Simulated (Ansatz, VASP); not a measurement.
Rh: VASP beside Ansatz

```
Rh
1.0
     2.73098   -0.05462    0.00000
    -1.41279    2.39241    0.00000
     0.00000    0.00000    4.42849
Rh
2
Direct
  0.66667 0.33333 0.75000
  0.33333 0.66667 0.25000
```

Change from the starting cell: strain -0.0400 x Voigt [0, 0, 0, 0, 0, 1], atoms carried along.

Alike in both runs: task single point; functional PBEsol; k mesh 18 × 18 × 12; occupations gaussian, width 0.15 eV; no spin polarisation.

```csv
,VASP,Ansatz
version,VASP 6.6.1,Ansatz 0.2.0
potentials or method,"VASP PAW PBE potentials, release 64 (Rh_pv), cutoff 520 eV","scalar-relativistic, plane waves, PAW"
valence electrons in the cell,30,34
```

```csv
,VASP,Ansatz,Ansatz less VASP
gap on the k mesh at the Fermi level (eV),none,none,-
pressure (GPa),-13.2,-13.3,-0.06
"traceless stress, the component that is largest in VASP (GPa)",5.26,5.28,+0.013
rms of the force components (eV/Å),0.041,0.041,-0.0001
```

VASP's potentials were made for PBE, not for PBEsol. Atom by atom the forces differ by 0.000 eV/Å (rms over components). A gap of «none» marks a metal or a gap that the smearing closes. With one functional, cell and mesh, what is left measures potentials, basis and numerics. VASP's potentials hold 30 valence electrons a cell and Ansatz's 34, so a difference there can come from the potentials and not from the codes.
